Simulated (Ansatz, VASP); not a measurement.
**B3N2Cl: VASP beside Ansatz**

INCAR

```
PREC     = Accurate       # precision mode
ENCUT    = 520            # plane-wave cutoff, eV
EDIFF    = 1E-6           # SCF threshold, eV
ISMEAR   = 0              # smearing method
SIGMA    = 0.1            # smearing width, eV
LREAL    = F              # projectors in reciprocal space
LASPH    = T              # aspherical terms in the spheres
NELM     = 100            # most SCF steps
ALGO     = Normal         # electronic algorithm
ISIF     = 2              # what is computed and relaxed
LWAVE    = F              # write WAVECAR
LCHARG   = F              # write CHGCAR
GGA      = PE             # functional
NBANDS   = 22             # bands
```

File KPOINTS:

```
regular mesh
0
Gamma
  6 6 2
```

POSCAR

```
B3N2Cl
1.0
    3.2168838400      0.0000000000      0.0000000000
    0.0000000000      3.2168838400      0.0000000000
    0.0000000000      0.0000000000      7.5713980200
B N Cl
3 2 1
Direct
    0.0000000000      0.0000000000      0.2933384500
    0.0000000000      0.0000000000      0.7066615500
    0.5000000000      0.5000000000      0.0000000000
    0.5000000000      0.0000000000      0.1433060500
    0.0000000000      0.5000000000      0.8566939500
    0.5000000000      0.5000000000      0.5000000000
```

Input for Ansatz:

```yaml
crystal:
  lattice:
    - [3.21688384, 0.0, 0.0]
    - [0.0, 3.21688384, 0.0]
    - [0.0, 0.0, 7.57139802]
  atoms:
    - { symbol: B, position: [0.0, 0.0, 0.29333845] }
    - { symbol: B, position: [0.0, 0.0, 0.70666155] }
    - { symbol: B, position: [0.5, 0.5, 0.0] }
    - { symbol: "N", position: [0.5, 0.0, 0.14330605] }
    - { symbol: "N", position: [0.0, 0.5, 0.85669395] }
    - { symbol: Cl, position: [0.5, 0.5, 0.5] }
basis:
  ecutwfc: 420
kpoints:
  mp_grid: { grid: [6, 6, 2] }
hamiltonian:
  xc: pbe
scf:
  occupations: { method: gaussian, width: 0.1 }
  lower_state_search: "off"
output:
  forces: true
  stress: true
  eigenvalues: true
```

Change from the starting cell: species swapped into the CsLi2I3 type (P-4m2, No. 115).

Alike in both runs: task single point; functional PBE; k mesh 6 × 6 × 2; occupations gaussian, width 0.1 eV; no spin polarisation.

|  | VASP | Ansatz |
| --- | --- | --- |
| version | VASP 6.6.1 | Ansatz 0.2.0 |
| potentials or method | VASP PAW PBE potentials, release 64 (B, N, Cl), cutoff 520 eV | scalar-relativistic, plane waves, PAW |
| valence electrons in the cell | 26 | 26 |

```tsv
	VASP	Ansatz	Ansatz less VASP
gap on the k mesh at the Fermi level (eV)	none	none	-
rms of the force components (eV/Å)	0.923	0.923	-0.0001
```

Atom by atom the forces differ by 0.001 eV/Å (rms over components). A gap of «none» marks a metal or a gap that the smearing closes.

The k mesh is coarse, so the values compare programs but aren't converged.
